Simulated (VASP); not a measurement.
# Mo2N (R-3m) in VASP: single point with LDA

Aim: the single point of Mo2N with LDA.

All numbers are computed with VASP 6.6.1; they aren't measurements. Logs are shortened: lines on timing, memory, paths and dates and some standing lists are left out, and cuts for length are marked.

## Step 1: The cell of the first run

Symmetry: R-3m, No. 166, trigonal system. The conventional cell has a = 2.861 Å, b = 2.861 Å, c = 14.683 Å, α = 90.00°, β = 90.00°, γ = 120.00°. Mo (site symmetry 3m) has 3 N at 2.12 Å and 9 Mo at 2.79 to 2.86 Å within 2.9 Å. Within 2.9 Å of N (site symmetry -3m) lie 6 Mo at 2.12 Å and 6 N at 2.86 Å.

## Step 2: Single point, LDA

File INCAR:

```
ALGO = Normal
EDIFF = 1E-7
ENCUT = 520
ISIF = 2
ISMEAR = -1
LASPH = True
LCHARG = False
LREAL = False
LWAVE = False
NBANDS = 24
NELM = 60
PREC = Accurate
SIGMA = 0.15
```

File KPOINTS:

```
k-points
0
Gamma
  18 18 18
```

File POSCAR:

```
Mo2N
1.0
    1.4304202981      0.8258535442      4.8942515199
   -1.4304202981      0.8258535442      4.8942515199
    0.0000000000     -1.6517070884      4.8942515199
Mo N
2 1
Direct
    0.2432228621      0.2432228621      0.2432228621
    0.7567771379      0.7567771379      0.7567771379
    0.0000000000      0.0000000000      0.0000000000
```

Potentials or basis: VASP PAW LDA potentials, release 64 (Mo_sv, N).

Started as:

```
$ cat potpaw_LDA.64/Mo_sv/POTCAR potpaw_LDA.64/N/POTCAR > POTCAR
$ mpirun -np 1 vasp_std > vasp.out
```

OUTCAR:

```text
EDIFF = 1E-7
   ENCUT = 520
   ISIF = 2
   ISMEAR = -1
   LASPH = True
   LREAL = False
   NELM = 60
   PREC = Accurate

 ion  position               nearest neighbor table
   1  0.243  0.243  0.243-   3 2.12   3 2.12   3 2.12   2 2.79   2 2.79   2 2.79   2 3.12   2 3.12
                             2 3.12
   2  0.757  0.757  0.757-   3 2.12   3 2.12   3 2.12   1 2.79   1 2.79   1 2.79   1 3.12   1 3.12
                             1 3.12
   3  0.000  0.000  0.000-   2 2.12   2 2.12   1 2.12   1 2.12   2 2.12   1 2.12

  LATTYP: Found a trigonal (rhomboedric) cell.
 ALAT       =     5.1654461807
 COS(alpha) =     0.8466295675

  Lattice vectors:

 A1 = (   1.4304202981,   0.8258535442,   4.8942515199)
 A2 = (  -1.4304202981,   0.8258535442,   4.8942515199)
 A3 = (   0.0000000000,  -1.6517070884,   4.8942515199)

Analysis of symmetry for initial positions (statically):
=====================================================================
 Subroutine PRICEL returns:
 Original cell was already a primitive cell.

 Routine SETGRP: Setting up the symmetry group for a
 trigonal (rhombohedral) supercell.

 Subroutine GETGRP returns: Found 12 space group operations
 (whereof 12 operations were pure point group operations)
 out of a pool of 12 trial point group operations.

The static configuration has the point symmetry D_3d.

Analysis of symmetry for dynamics (positions and initial velocities):
=====================================================================
 Subroutine PRICEL returns:
 Original cell was already a primitive cell.

 Routine SETGRP: Setting up the symmetry group for a
 trigonal (rhombohedral) supercell.

 Subroutine GETGRP returns: Found 12 space group operations
 (whereof 12 operations were pure point group operations)
 out of a pool of 12 trial point group operations.

The dynamic configuration has the point symmetry D_3d.

 Subroutine INISYM returns: Found 12 space group operations
 (whereof 12 operations are pure point group operations),
 and found     1 'primitive' translations

----------------------------------------------------------------------------------------

                                     Primitive cell

  volume of cell :      34.6900

  direct lattice vectors                    reciprocal lattice vectors
     1.430420298  0.825853544  4.894251520     0.349547612  0.201811408  0.068107111
    -1.430420298  0.825853544  4.894251520    -0.349547612  0.201811408  0.068107111
     0.000000000 -1.651707088  4.894251520     0.000000000 -0.403622816  0.068107111

  length of vectors
     5.165446181  5.165446181  5.165446181     0.409328666  0.409328666  0.409328666

  position of ions in fractional coordinates (direct lattice)
     0.243222862  0.243222862  0.243222862
     0.756777138  0.756777138  0.756777138
     0.000000000  0.000000000  0.000000000

  ion indices of the primitive-cell ions
   primitive index   ion index
                 1           1
                 2           2
                 3           3

----------------------------------------------------------------------------------------

 KPOINTS: k-points

Automatic generation of k-mesh.
 Grid dimensions read from file:
 generate k-points for:   18   18   18

 Generating k-lattice:

  Cartesian coordinates                     Fractional coordinates (reciprocal lattice)
     0.019419312  0.011211745  0.003783728     0.055555556  0.000000000  0.000000000
    -0.019419312  0.011211745  0.003783728     0.000000000  0.055555556  0.000000000
     0.000000000 -0.022423490  0.003783728     0.000000000  0.000000000  0.055555556

  Length of vectors
     0.022740481  0.022740481  0.022740481

  Shift w.r.t. Gamma in fractional coordinates (k-lattice)
     0.000000000  0.000000000  0.000000000

 Subroutine IBZKPT returns following result:
 ===========================================

 Found    580 irreducible k-points:

 Following reciprocal coordinates:
            Coordinates               Weight
  0.000000  0.000000  0.000000      1.000000
  0.055556  0.000000 -0.000000      6.000000
  0.111111  0.000000 -0.000000      6.000000
  0.166667  0.000000 -0.000000      6.000000
  0.222222  0.000000 -0.000000      6.000000
  0.277778 -0.000000 -0.000000      6.000000
[... 16 lines left out ...]
 -0.277778  0.055556  0.000000     12.000000
 -0.222222  0.055556  0.000000     12.000000
 [... further k-points ...]
   k-points           NKPTS =    580   k-points in BZ     NKDIM =    580   number of bands    NBANDS=     24
   number of dos      NEDOS =    301   number of ions     NIONS =      3
   total plane-waves  NPLWV =  64000
   dimension x,y,z NGX =    40 NGY =   40 NGZ =   40
   dimension x,y,z NGXF=    80 NGYF=   80 NGZF=   80
   ions per type =               2   1
   NGX,Y,Z   is equivalent  to a cutoff of  12.87, 12.87, 12.87 a.u.
   NGXF,Y,Z  is equivalent  to a cutoff of  25.75, 25.75, 25.75 a.u.
 SYSTEM =  unknown system
   PREC   = accura    normal or accurate (medium, high low for compatibility)
   ISTART =      0    job   : 0-new  1-cont  2-samecut
   ICHARG =      2    charge: 1-file 2-atom 10-const
   ISPIN  =      1    spin polarized calculation?
   LNONCOLLINEAR =      F non collinear calculations
   LSORBIT =      F    spin-orbit coupling
   LASPH  =      T    aspherical Exc in radial PAW
   ENCUT  =  520.0 eV  38.22 Ry    6.18 a.u.   9.60  9.60  9.60*2*pi/ulx,y,z
   NELM   =     60;   NELMIN=  2; NELMDL= -5     # of ELM steps
   EDIFF  = 0.1E-06   stopping-criterion for ELM
   LREAL  =      F    real-space projection
   EDIFFG = 0.1E-05   stopping-criterion for IOM
   NSW    =      0    number of steps for IOM
   IBRION =     -1    ionic relax: 0-MD 1-quasi-New 2-CG
   NFREE  =      0    steps in history (QN), initial steepest desc. (CG)
   ISIF   =      2    stress and relaxation
   ISYM   =      2    0-nonsym 1-usesym 2-fastsym
   POTIM  = 0.5000    time-step for ionic-motion
   TEBEG  =    0.0;   TEEND  =   0.0 temperature during run
   PSTRESS=    0.0 pullay stress
   NELECT =      33.0000    total number of electrons
   NUPDOWN=      -1.0000    fix difference up-down
   EMIN   =  10.00;   EMAX   =-10.00  energy-range for DOS
   EFERMI =   0.00;   METHOD = LEGACY
   ISMEAR =    -1;   SIGMA  =   0.15  broadening in eV -4-tet -1-fermi 0-gaus
   EFERMI_NEDOS =   21; number of points for ismear=-14 and -15
   IALGO  =     38    algorithm
   IMIX   =      4    mixing-type and parameters
     AMIX     =   0.40;   BMIX     =  1.00
     AMIX_MAG =   1.60;   BMIX_MAG =  1.00
  volume/ion in A,a.u.               =      11.56        78.03
  Fermi-wavevector in a.u.,A,eV,Ry     =   1.610070  3.042591 35.270724  2.592325
  Thomas-Fermi vector in A             =   2.705679
   LORBIT       =      0    0 simple, 1 ext, 2 COOP (PROOUT), +10 PAW based schemes
   GGA     = CA    functional components
   LHFCALC =     F    Hartree Fock is set to
   AEXX    =    0.0000 exact exchange contribution
   IVDW    =     0    specifies the selected vdW correction
   LEPSILON=     F    determine dielectric tensor
   LRPA    =     F    only Hartree local field effects (RPA)
 non-spin polarized calculation
  energy-cutoff  :      520.00
  volume of cell :       34.69
 maximum number of plane-waves:       950
   NGX = 19   NGY = 19   NGZ = 19

 number of electron      33.0000002 magnetization

 Free energy of the ion-electron system (eV)
  ---------------------------------------------------
  ext. energy  EPLUGINS =         0.00000000
  ---------------------------------------------------
  free energy    TOTEN  =       -34.67526521 eV

  energy without entropy =      -34.54722218  energy(sigma->0) =      -34.61124370

 E-fermi :  13.1925     XC(G=0): -14.0088

 val. band max:       13.1918046557   @ k =  -0.3889   0.1111   0.0556
 cond. band min:      13.1929315933   @ k =  -0.1111   0.3333   0.1111
 fundamental gap:      0.0011269376
 Fermi energy:        13.1924725053

 k-point     1 :       0.0000    0.0000    0.0000
  band No.  band energies     occupation
      1     -47.9107      2.00000
      2     -47.7344      2.00000
      3     -22.7869      2.00000
      4     -21.6881      2.00000
      5     -21.6881      2.00000
      6     -21.6584      2.00000
[... 16 lines left out ...]
     23      17.0443      0.00000
     24      20.0907      0.00000

 k-point     2 :       0.0556    0.0000   -0.0000
  band No.  band energies     occupation
      1     -47.9052      2.00000
      2     -47.7315      2.00000
      3     -22.7732      2.00000
      4     -21.7316      2.00000
      5     -21.6948      2.00000
      6     -21.6481      2.00000
[... 16 lines left out ...]
     23      17.0910      0.00000
     24      20.4285      0.00000

 k-point     3 :       0.1111    0.0000   -0.0000
  band No.  band energies     occupation
      1     -47.8892      2.00000
      2     -47.7232      2.00000
      3     -22.7330      2.00000
      4     -21.8265      2.00000
      5     -21.7141      2.00000
      6     -21.6927      2.00000
[... 16 lines left out ...]
     23      17.2392      0.00000
     24      21.2604      0.00000

 k-point     4 :       0.1667    0.0000   -0.0000
  band No.  band energies     occupation
      1     -47.8643      2.00000
      2     -47.7107      2.00000
      3     -22.6689      2.00000
      4     -21.9596      2.00000
      5     -21.8371      2.00000
      6     -21.7435      2.00000
[... 16 lines left out ...]
     23      17.4896      0.00000
     24      22.3072      0.00000

 k-point     5 :       0.2222    0.0000   -0.0000
  band No.  band energies     occupation
      1     -47.8328      2.00000
      2     -47.6960      2.00000
      3     -22.5856      2.00000
      4     -22.1167      2.00000
      5     -22.0101      2.00000
      6     -21.7791      2.00000
[... 16 lines left out ...]
     23      17.8060      0.00000
     24      23.2443      0.00000

 k-point     6 :       0.2778   -0.0000   -0.0000
  band No.  band energies     occupation
      1     -47.7978      2.00000
      2     -47.6818      2.00000
      3     -22.4911      2.00000
      4     -22.2790      2.00000
      5     -22.1871      2.00000
      6     -21.8165      2.00000
[... 16 lines left out ...]
     23      18.1271      0.00000
     24      23.5116      0.00000
[... 379 lines left out ...]
 k-point    21 :      -0.3889    0.0556   -0.0000
  band No.  band energies     occupation
      1     -47.7171      2.00000
      2     -47.6610      2.00000
      3     -22.5890      2.00000
      4     -22.5524      2.00000
      5     -22.2070      2.00000
      6     -21.9277      2.00000
[... 16 lines left out ...]
     23      19.4692      0.00000
     24      23.2613      0.00000

 k-point    22 :      -0.3333    0.0556    0.0000
  band No.  band energies     occupation
      1     -47.7456      2.00000
      2     -47.6641      2.00000
      3     -22.4898      2.00000
      4     -22.4583      2.00000
      5     -22.3012      2.00000
      6     -21.8924      2.00000
[... 16 lines left out ...]
     23      18.7454      0.00000
     24      23.4248      0.00000

 k-point    23 :      -0.2778    0.0556    0.0000
  band No.  band energies     occupation
      1     -47.7790      2.00000
      2     -47.6730      2.00000
      3     -22.4508      2.00000
      4     -22.3522      2.00000
      5     -22.2734      2.00000
      6     -21.8557      2.00000
[... 16 lines left out ...]
     23      18.3389      0.00000
     24      23.5676      0.00000

 k-point    24 :      -0.2222    0.0556    0.0000
  band No.  band energies     occupation
      1     -47.8138      2.00000
      2     -47.6861      2.00000
      3     -22.5407      2.00000
      4     -22.1987      2.00000
      5     -22.1144      2.00000
      6     -21.8151      2.00000
[... 16 lines left out ...]
     23      18.0427      0.00000
     24      23.6447      0.00000

 [... further k-points ...]

------------------------ aborting loop because EDIFF is reached ----------------------------------------

  FORCE on cell =-STRESS in cart. coord.  units (eV):
  Direction    XX          YY          ZZ          XY          YZ          ZX
  --------------------------------------------------------------------------------------
  -------------------------------------------------------------------------------------
  Total        0.3220153      0.3220153      0.3218296      0.0000000     -0.0000000      0.0000000
  in kB       14.8724610     14.8724610     14.8638846      0.0000000     -0.0000000      0.0000000
  external PRESSURE =      14.8696022 kB  Pullay stress =       0.0000000 kB

 VOLUME and BASIS-vectors are now :
 -----------------------------------------------------------------------------
  energy-cutoff  :      520.00
  volume of cell :       34.69
      direct lattice vectors                 reciprocal lattice vectors
     1.430420298  0.825853544  4.894251520     0.349547612  0.201811408  0.068107111
    -1.430420298  0.825853544  4.894251520    -0.349547612  0.201811408  0.068107111
     0.000000000 -1.651707088  4.894251520     0.000000000 -0.403622816  0.068107111

 POSITION                                       TOTAL-FORCE (eV/Angst)
 -----------------------------------------------------------------------------------
      0.00000      0.00000      3.57118         0.000000     -0.000000     -0.036814
      0.00000      0.00000     11.11157         0.000000      0.000000      0.036814
      0.00000      0.00000      0.00000         0.000000     -0.000000     -0.000000
 -----------------------------------------------------------------------------------
    total drift:                               -0.000000      0.000000     -0.000000

  FREE ENERGIE OF THE ION-ELECTRON SYSTEM (eV)
  ---------------------------------------------------
  free  energy   TOTEN  =       -34.6752652143 eV

  energy  without entropy=      -34.5472221782  energy(sigma->0) =      -34.61124370
```

It took 15 min on 1 thread of AMD EPYC 7R13 (Zen 3), shared host; peak memory 0.49 GiB.

Results:

```
Free energy            : -34.6753 eV
Pressure               : 1.5 GPa
Largest force          : 0.037 eV/Å
Band gap on the k mesh : zero (an odd number of electrons rules out a gap without spin polarisation)
```

Forces on the atoms (eV/Å):
```
Mo   0.000  0.000 -0.037
Mo   0.000  0.000  0.037
N    0.000  0.000  0.000
```

Levels at points of the mesh, in eV from the Fermi level:
| k point | band 12 | band 13 | band 14 | band 15 | band 16 | band 17 | band 18 | band 19 | band 20 | band 21 |
| --- | --- | --- | --- | --- | --- | --- | --- | --- | --- | --- |
| (0.00, 0.00, 0.00) | -5.43 | -3.91 | -1.77 | -1.60 | -1.60 | -0.32 | 0.47 | 0.47 | 1.06 | 1.06 |
| (0.50, 0.00, 0.00) | -5.53 | -4.35 | -3.06 | -1.29 | -1.01 | -0.45 | 2.95 | 3.01 | 3.08 | 3.63 |
| (0.50, 0.50, 0.00) | -5.90 | -5.11 | -2.74 | -0.76 | 0.31 | 1.60 | 2.24 | 3.16 | 3.43 | 3.66 |
| (0.50, 0.50, 0.50) | -5.20 | -4.21 | -1.94 | -1.55 | -1.55 | -0.40 | -0.40 | 0.45 | 1.10 | 1.10 |
